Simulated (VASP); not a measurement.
# AgCl (I4/mmm) in VASP: a series of runs

The runs below take AgCl through single point, with PBE.

Program: VASP 6.6.1. These are calculated values, not measurements. Logs are shortened: lines on timing, memory, paths and dates and some standing lists are left out, and cuts for length are marked.

**1. The cell of the first run**

The structure is tetragonal, space group I4/mmm (No. 139). Conventional cell: a = 3.765 Å, b = 3.765 Å, c = 5.990 Å, α = 90.00°, β = 90.00°, γ = 90.00°. Within 3.5 Å of Ag (site symmetry 4/mmm) lie 6 Cl at 2.66 to 3.00 Å. Within 3.5 Å of Cl (site symmetry 4/mmm) lie 6 Ag at 2.66 to 3.00 Å.

**2. Single point, PBE (strain -0.040 along x and y, +0.080 along z)**

INCAR reads:

```
PREC = Accurate
ENCUT = 520
EDIFF = 1E-6
ISMEAR = 0
SIGMA = 0.05
LREAL = False
LASPH = True
NELM = 100
ALGO = Normal
ISIF = 2
LWAVE = False
LCHARG = False
GGA = PE
NBANDS = 16
```

KPOINTS reads:

```
Automatic mesh
0
Gamma
  8 8 8
```

POSCAR reads:

```
AgCl
1.0
    0.0000000000      2.6622240000      2.9950020000
    2.6622240000      0.0000000000      2.9950020000
    2.6622240000      2.6622240000      0.0000000000
Ag Cl
1 1
Direct
    0.5000000000      0.5000000000      0.5000000000
    0.0000000000      0.0000000000      0.0000000000
```

Potentials or basis: VASP PAW PBE potentials, release 64 (Ag, Cl).

Launch:

```console
cat potpaw_PBE.64/Ag/POTCAR potpaw_PBE.64/Cl/POTCAR > POTCAR
mpirun -np 1 vasp_std > vasp.out
```

OUTCAR:

```text
PREC = Accurate
   ENCUT = 520
   EDIFF = 1E-6
   ISMEAR = 0
   LREAL = False
   LASPH = True
   NELM = 100
   ISIF = 2
   GGA = PE

 ion  position               nearest neighbor table
   1  0.500  0.500  0.500-   2 2.66   2 2.66   2 2.66   2 2.66   2 3.00   2 3.00
   2  0.000  0.000  0.000-   1 2.66   1 2.66   1 2.66   1 2.66   1 3.00   1 3.00

  LATTYP: Found a body centered tetragonal cell.
 ALAT       =     3.7649532869
 C/A-ratio  =     1.5909902577

  Lattice vectors:

 A1 = (  -2.6622240000,   0.0000000000,   2.9950020000)
 A2 = (   2.6622240000,   0.0000000000,   2.9950020000)
 A3 = (   0.0000000000,   2.6622240000,  -2.9950020000)

Analysis of symmetry for initial positions (statically):
=====================================================================
 Subroutine PRICEL returns:
 Original cell was already a primitive cell.

 Routine SETGRP: Setting up the symmetry group for a
 body centered tetragonal supercell.

 Subroutine GETGRP returns: Found 16 space group operations
 (whereof 16 operations were pure point group operations)
 out of a pool of 16 trial point group operations.

The static configuration has the point symmetry D_4h.

Analysis of symmetry for dynamics (positions and initial velocities):
=====================================================================
 Subroutine PRICEL returns:
 Original cell was already a primitive cell.

 Routine SETGRP: Setting up the symmetry group for a
 body centered tetragonal supercell.

 Subroutine GETGRP returns: Found 16 space group operations
 (whereof 16 operations were pure point group operations)
 out of a pool of 16 trial point group operations.

The dynamic configuration has the point symmetry D_4h.

 Subroutine INISYM returns: Found 16 space group operations
 (whereof 16 operations are pure point group operations),
 and found     1 'primitive' translations

----------------------------------------------------------------------------------------

                                     Primitive cell

  volume of cell :      42.4538

  direct lattice vectors                    reciprocal lattice vectors
     0.000000000  2.662224000  2.995002000    -0.187812896  0.187812896  0.166944797
     2.662224000  0.000000000  2.995002000     0.187812896 -0.187812896  0.166944797
     2.662224000  2.662224000  0.000000000     0.187812896  0.187812896 -0.166944797

  length of vectors
     4.007177761  4.007177761  3.764953287     0.313716326  0.313716326  0.313716326

  position of ions in fractional coordinates (direct lattice)
     0.500000000  0.500000000  0.500000000
     0.000000000  0.000000000  0.000000000

  ion indices of the primitive-cell ions
   primitive index   ion index
                 1           1
                 2           2

----------------------------------------------------------------------------------------

 KPOINTS: Automatic mesh

Automatic generation of k-mesh.
 Grid dimensions read from file:
 generate k-points for:    8    8    8

 Generating k-lattice:

  Cartesian coordinates                     Fractional coordinates (reciprocal lattice)
    -0.023476612  0.023476612  0.020868100     0.125000000  0.000000000  0.000000000
     0.023476612 -0.023476612  0.020868100     0.000000000  0.125000000  0.000000000
     0.023476612  0.023476612 -0.020868100     0.000000000  0.000000000  0.125000000

  Length of vectors
     0.039214541  0.039214541  0.039214541

  Shift w.r.t. Gamma in fractional coordinates (k-lattice)
     0.000000000  0.000000000  0.000000000

 Subroutine IBZKPT returns following result:
 ===========================================

 Found     59 irreducible k-points:

 Following reciprocal coordinates:
            Coordinates               Weight
  0.000000  0.000000  0.000000      1.000000
  0.125000 -0.000000  0.000000      8.000000
  0.250000 -0.000000  0.000000      8.000000
  0.375000 -0.000000  0.000000      8.000000
  0.500000 -0.000000  0.000000      4.000000
  0.125000  0.125000  0.000000      2.000000
[... 16 lines left out ...]
  0.250000  0.000000  0.125000     16.000000
  0.375000 -0.000000  0.125000     16.000000
 [... further k-points ...]
   k-points           NKPTS =     59   k-points in BZ     NKDIM =     59   number of bands    NBANDS=     16
   number of dos      NEDOS =    301   number of ions     NIONS =      2
   total plane-waves  NPLWV =  25200
   dimension x,y,z NGX =    30 NGY =   30 NGZ =   28
   dimension x,y,z NGXF=    60 NGYF=   60 NGZF=   56
   ions per type =               1   1
   NGX,Y,Z   is equivalent  to a cutoff of  12.45, 12.45, 12.36 a.u.
   NGXF,Y,Z  is equivalent  to a cutoff of  24.89, 24.89, 24.73 a.u.
 SYSTEM =  unknown system
   PREC   = accura    normal or accurate (medium, high low for compatibility)
   ISTART =      0    job   : 0-new  1-cont  2-samecut
   ICHARG =      2    charge: 1-file 2-atom 10-const
   ISPIN  =      1    spin polarized calculation?
   LNONCOLLINEAR =      F non collinear calculations
   LSORBIT =      F    spin-orbit coupling
   LASPH  =      T    aspherical Exc in radial PAW
   ENCUT  =  520.0 eV  38.22 Ry    6.18 a.u.   7.45  7.45  7.00*2*pi/ulx,y,z
   NELM   =    100;   NELMIN=  2; NELMDL= -5     # of ELM steps
   EDIFF  = 0.1E-05   stopping-criterion for ELM
   LREAL  =      F    real-space projection
   EDIFFG = 0.1E-04   stopping-criterion for IOM
   NSW    =      0    number of steps for IOM
   IBRION =     -1    ionic relax: 0-MD 1-quasi-New 2-CG
   NFREE  =      0    steps in history (QN), initial steepest desc. (CG)
   ISIF   =      2    stress and relaxation
   ISYM   =      2    0-nonsym 1-usesym 2-fastsym
   POTIM  = 0.5000    time-step for ionic-motion
   TEBEG  =    0.0;   TEEND  =   0.0 temperature during run
   PSTRESS=    0.0 pullay stress
   NELECT =      18.0000    total number of electrons
   NUPDOWN=      -1.0000    fix difference up-down
   EMIN   =  10.00;   EMAX   =-10.00  energy-range for DOS
   EFERMI =   0.00;   METHOD = LEGACY
   ISMEAR =     0;   SIGMA  =   0.05  broadening in eV -4-tet -1-fermi 0-gaus
   EFERMI_NEDOS =   21; number of points for ismear=-14 and -15
   IALGO  =     38    algorithm
   IMIX   =      4    mixing-type and parameters
     AMIX     =   0.40;   BMIX     =  1.00
     AMIX_MAG =   1.60;   BMIX_MAG =  1.00
[... 33 lines left out ...]
 Fermi energy:         4.5948187324

 k-point     1 :       0.0000    0.0000    0.0000
  band No.  band energies     occupation
      1     -11.3650      2.00000
      2       1.1849      2.00000
      3       1.3910      2.00000
      4       1.3910      2.00000
      5       1.4029      2.00000
      6       1.4153      2.00000
[... 8 lines left out ...]
     15      16.3642      0.00000
     16      16.3671      0.00000

 k-point     2 :       0.1250   -0.0000    0.0000
  band No.  band energies     occupation
      1     -11.3019      2.00000
      2       0.5291      2.00000
      3       0.5820      2.00000
      4       0.8877      2.00000
      5       1.3694      2.00000
      6       1.5121      2.00000
[... 8 lines left out ...]
     15      16.5032      0.00000
     16      16.9754      0.00000

 k-point     3 :       0.2500   -0.0000    0.0000
  band No.  band energies     occupation
      1     -11.1426      2.00000
      2      -0.4923      2.00000
      3      -0.0477      2.00000
      4       0.3162      2.00000
      5       1.5361      2.00000
      6       1.6060      2.00000
[... 8 lines left out ...]
     15      16.2103      0.00000
     16      17.0402      0.00000

 k-point     4 :       0.3750   -0.0000    0.0000
  band No.  band energies     occupation
      1     -10.9726      2.00000
      2      -1.2807      2.00000
      3      -0.4433      2.00000
      4      -0.0470      2.00000
      5       1.7022      2.00000
      6       1.7156      2.00000
[... 8 lines left out ...]
     15      16.8448      0.00000
     16      17.6166      0.00000

 k-point     5 :       0.5000   -0.0000    0.0000
  band No.  band energies     occupation
      1     -10.8985      2.00000
      2      -1.5723      2.00000
      3      -0.5781      2.00000
      4      -0.1718      2.00000
      5       1.7428      2.00000
      6       1.7928      2.00000
[... 8 lines left out ...]
     15      17.4496      0.00000
     16      17.7985      0.00000

 k-point     6 :       0.1250    0.1250    0.0000
  band No.  band energies     occupation
      1     -11.3093      2.00000
      2       0.5281      2.00000
      3       1.1481      2.00000
      4       1.1481      2.00000
      5       1.1504      2.00000
      6       1.4188      2.00000
[... 8 lines left out ...]
     15      17.6093      0.00000
     16      18.8541      0.00000

 k-point     7 :       0.2500    0.1250    0.0000
  band No.  band energies     occupation
      1     -11.2053      2.00000
      2       0.0114      2.00000
      3       0.4270      2.00000
      4       0.4901      2.00000
      5       1.3396      2.00000
      6       1.6113      2.00000
[... 8 lines left out ...]
     15      17.6049      0.00000
     16      17.9425      0.00000

 k-point     8 :       0.3750    0.1250    0.0000
  band No.  band energies     occupation
      1     -11.0425      2.00000
      2      -0.7443      2.00000
      3      -0.1070      2.00000
      4      -0.0698      2.00000
      5       1.5350      2.00000
      6       1.7158      2.00000
[... 8 lines left out ...]
     15      17.5254      0.00000
     16      17.6492      0.00000

 k-point     9 :       0.5000    0.1250    0.0000
  band No.  band energies     occupation
      1     -10.9144      2.00000
      2      -1.3475      2.00000
      3      -0.4671      2.00000
      4      -0.1954      2.00000
      5       1.7202      2.00000
      6       1.7588      2.00000
[... 8 lines left out ...]
     15      17.5185      0.00000
     16      18.1217      0.00000
[... 172 lines left out ...]
 k-point    19 :       0.5000    0.3750    0.0000
  band No.  band energies     occupation
      1     -10.9853      2.00000
      2      -0.4051      2.00000
      3       0.2178      2.00000
      4       0.3909      2.00000
      5       1.2701      2.00000
      6       1.8337      2.00000
[... 8 lines left out ...]
     15      18.7612      0.00000
     16      19.1596      0.00000

 k-point    20 :      -0.3750    0.3750    0.0000
  band No.  band energies     occupation
      1     -10.9158      2.00000
      2      -0.6226      2.00000
      3      -0.2922      2.00000
      4      -0.1425      2.00000
      5       1.5059      2.00000
      6       1.8243      2.00000
[... 8 lines left out ...]
     15      17.7681      0.00000
     16      19.5496      0.00000

 k-point    21 :       0.5000    0.5000    0.0000
  band No.  band energies     occupation
      1     -10.9990      2.00000
      2      -0.4065      2.00000
      3       0.8876      2.00000
      4       0.8876      2.00000
      5       0.9534      2.00000
      6       1.5125      2.00000
[... 8 lines left out ...]
     15      19.0484      0.00000
     16      19.0484      0.00000

 k-point    22 :       0.1250    0.0000    0.1250
  band No.  band energies     occupation
      1     -11.2706      2.00000
      2      -0.0408      2.00000
      3       0.7439      2.00000
      4       1.0732      2.00000
      5       1.4202      2.00000
      6       1.4498      2.00000
[... 8 lines left out ...]
     15      16.7607      0.00000
     16      17.6432      0.00000

 k-point    23 :       0.2500    0.0000    0.1250
  band No.  band energies     occupation
      1     -11.1421      2.00000
      2      -0.6608      2.00000
      3       0.2377      2.00000
      4       0.6300      2.00000
      5       1.4531      2.00000
      6       1.5701      2.00000
[... 8 lines left out ...]
     15      16.8801      0.00000
     16      18.3538      0.00000

 k-point    24 :       0.3750   -0.0000    0.1250
  band No.  band energies     occupation
      1     -10.9843      2.00000
      2      -1.1617      2.00000
      3      -0.3137      2.00000
      4       0.1730      2.00000
      5       1.5763      2.00000
      6       1.7304      2.00000
[... 8 lines left out ...]
     15      17.4818      0.00000
     16      18.4474      0.00000

 [... further k-points ...]
[... 5 lines left out ...]
  --------------------------------------------------------------------------------------
  -------------------------------------------------------------------------------------
  Total        1.1070113      1.1070113      0.1540571      0.0000000      0.0000000      0.0000000
  in kB       41.7778741     41.7778741      5.8140130      0.0000000      0.0000000      0.0000000
  external PRESSURE =      29.7899204 kB  Pullay stress =       0.0000000 kB

 VOLUME and BASIS-vectors are now :
 -----------------------------------------------------------------------------
  energy-cutoff  :      520.00
  volume of cell :       42.45
      direct lattice vectors                 reciprocal lattice vectors
     0.000000000  2.662224000  2.995002000    -0.187812896  0.187812896  0.166944797
     2.662224000  0.000000000  2.995002000     0.187812896 -0.187812896  0.166944797
     2.662224000  2.662224000  0.000000000     0.187812896  0.187812896 -0.166944797

 POSITION                                       TOTAL-FORCE (eV/Angst)
 -----------------------------------------------------------------------------------
      2.66222      2.66222      2.99500         0.000000     -0.000000      0.000000
      0.00000      0.00000      0.00000        -0.000000      0.000000     -0.000000
 -----------------------------------------------------------------------------------
    total drift:                                0.000000      0.000000      0.000000

  FREE ENERGIE OF THE ION-ELECTRON SYSTEM (eV)
  ---------------------------------------------------
  free  energy   TOTEN  =        -5.3577136490 eV

  energy  without entropy=       -5.3577136490  energy(sigma->0) =       -5.35771365
```

Wall time 55 s (1 thread of Intel Xeon 8259CL, shared host); peak memory 0.19 GiB.

Results:

* Free energy: -5.3577 eV
* Pressure: 3.0 GPa
* Band gap on the k mesh: 0.59 eV (least direct gap 3.20 eV)

Levels at points of the mesh, in eV from the valence-band top:
```csv
k point,band 7,band 8,band 9,band 10,band 11,band 12
"(0.00, 0.00, 0.00)",-2.82,-2.82,-2.61,0.59,10.30,10.66
"(0.50, 0.00, 0.00)",-2.16,-0.79,0.00,3.80,6.32,6.81
"(0.50, 0.50, 0.00)",-2.43,-2.43,-2.35,2.12,7.46,8.12
"(0.50, 0.00, 0.50)",-2.49,-2.36,-2.26,1.99,7.46,8.62
```

Caveat: the cell differs from its parent crystal (strain -0.040 along x and y, +0.080 along z); semilocal functionals underestimate gaps, and a narrow one can read as zero. A k mesh can miss the band edges.

**3. Single point, PBE (strain +0.040 along x and y, -0.080 along z)**

INCAR reads:

```
  PREC = Accurate
  ENCUT = 520
  EDIFF = 1E-6
  ISMEAR = 0
  SIGMA = 0.05
  LREAL = False
  LASPH = True
  NELM = 60
  ALGO = Normal
  ISIF = 2
  LWAVE = False
  LCHARG = False
  GGA = PE
  NBANDS = 16
```

KPOINTS reads:

```
regular mesh
0
Gamma
  8 8 8
```

POSCAR reads:

```
AgCl
1.0
    0.0000000000      2.8840760000      2.5512980000
    2.8840760000      0.0000000000      2.5512980000
    2.8840760000      2.8840760000      0.0000000000
Ag Cl
1 1
Direct
    0.5000000000      0.5000000000      0.5000000000
    0.0000000000      0.0000000000      0.0000000000
```

Potentials or basis: VASP PAW PBE potentials, release 64 (Ag, Cl).

Launch:

```console
cat potpaw_PBE.64/Ag/POTCAR potpaw_PBE.64/Cl/POTCAR > POTCAR
mpirun -np 1 vasp_std > vasp.out
```

Run time: 64 s. Hardware: 1 thread of Intel Xeon 8259CL, shared host; peak memory 0.19 GiB.

It converged, with:

```
Free energy            : -5.3528 eV
Pressure               : 3.2 GPa
Band gap on the k mesh : 0.71 eV (least direct gap 3.27 eV)
```

Stress tensor (GPa, compression positive):
```
1.81 0.00 0.00
0.00 1.81 0.00
0.00 0.00 5.95
```

Levels at points of the mesh, in eV from the valence-band top:
```csv
k point,band 7,band 8,band 9,band 10,band 11,band 12
"(0.00, 0.00, 0.00)",-2.65,-2.57,-2.57,0.71,10.54,10.54
"(0.50, 0.00, 0.00)",-2.07,-0.66,0.00,3.87,6.48,6.74
"(0.50, 0.50, 0.00)",-2.39,-2.39,-2.21,2.08,7.22,9.11
"(0.50, 0.00, 0.50)",-2.38,-2.35,-2.23,2.17,7.92,8.05
```

Caveat: the cell differs from its parent crystal (strain +0.040 along x and y, -0.080 along z); the cell stands under pressure; semilocal functionals underestimate gaps, and a narrow one can read as zero. A k mesh can miss the band edges.

**4. Single point, PBE (strain +0.040 along x and y, -0.040 along z)**

INCAR reads:

```
SYSTEM = AgCl
PREC     = Accurate       ! precision mode
ENCUT    = 520            ! plane-wave cutoff, eV
EDIFF    = 1E-6           ! SCF threshold, eV
ISMEAR   = 0              ! smearing method
SIGMA    = 0.05           ! smearing width, eV
LREAL    = .False.        ! projectors in reciprocal space
LASPH    = .True.         ! aspherical terms in the spheres
NELM     = 100            ! most SCF steps
ALGO     = Normal         ! electronic algorithm
ISIF     = 2              ! what is computed and relaxed
LWAVE    = .False.        ! write WAVECAR
LCHARG   = .True.         ! write CHGCAR
GGA      = PE             ! functional
LELF     = .True.         ! ELF
LVHAR    = .True.       
NBANDS   = 16             ! bands
```

KPOINTS reads:

```
regular mesh
0
Gamma
  8 8 8
  0 0 0
```

POSCAR reads:

```
AgCl
1.0
    0.0000000000      2.8840760000      2.6622240000
    2.8840760000      0.0000000000      2.6622240000
    2.8840760000      2.8840760000      0.0000000000
Ag Cl
1 1
Direct
    0.5000000000      0.5000000000      0.5000000000
    0.0000000000      0.0000000000      0.0000000000
```

Launch:

```console
cat potpaw_PBE.64/Ag/POTCAR potpaw_PBE.64/Cl/POTCAR > POTCAR
mpirun -np 1 vasp_std > vasp.out
```

Run time: 70 s. Hardware: 1 thread of Intel Xeon 8259CL, shared host; peak memory 0.19 GiB.

Results (log left out):

```
Free energy            : -5.3922 eV
Pressure               : 0.3 GPa
Band gap on the k mesh : 0.75 eV (least direct gap 3.06 eV)
```

Stress tensor (GPa, compression positive):
```
-0.15  0.00  0.00
 0.00 -0.15  0.00
 0.00  0.00  1.18
```

Levels at points of the mesh, in eV from the valence-band top:
```csv
k point,band 7,band 8,band 9,band 10,band 11,band 12
"(0.00, 0.00, 0.00)",-2.42,-2.31,-2.31,0.75,10.62,10.62
"(0.50, 0.00, 0.00)",-1.87,-0.44,0.00,4.12,6.21,7.14
"(0.50, 0.50, 0.00)",-2.10,-2.10,-2.00,2.23,7.56,8.83
"(0.50, 0.00, 0.50)",-2.11,-2.08,-2.02,2.27,8.03,8.06
```

Caveat: the cell differs from its parent crystal (strain +0.040 along x and y, -0.040 along z); semilocal functionals underestimate gaps, and a narrow one can read as zero. A k mesh can miss the band edges.

**5. Overview**

| cell | gap on the mesh (eV) | pressure (GPa) |
| --- | --- | --- |
| a = 4.007, b = 4.007, c = 3.765 Å, angles 62.0, 62.0, 56.0°, 2 atoms | 0.59 | 3.0 |
| a = 3.851, b = 3.851, c = 4.079 Å, angles 58.0, 58.0, 64.0°, 2 atoms | 0.71 | 3.2 |
| a = 3.925, b = 3.925, c = 4.079 Å, angles 58.7, 58.7, 62.6°, 2 atoms | 0.75 | 0.3 |

Alike in all rows: task single point; level PBE; potentials or basis VASP PAW PBE potentials, release 64 (Ag, Cl); no spin polarisation; k mesh 8 × 8 × 8; cutoff (eV) 520; smearing gaussian 0.05 eV.

Caveats: semilocal functionals underestimate gaps, and a narrow one can read as zero; the cell stands under pressure (at least some runs).

Absolute energies hang on the potentials; compare differences alone.
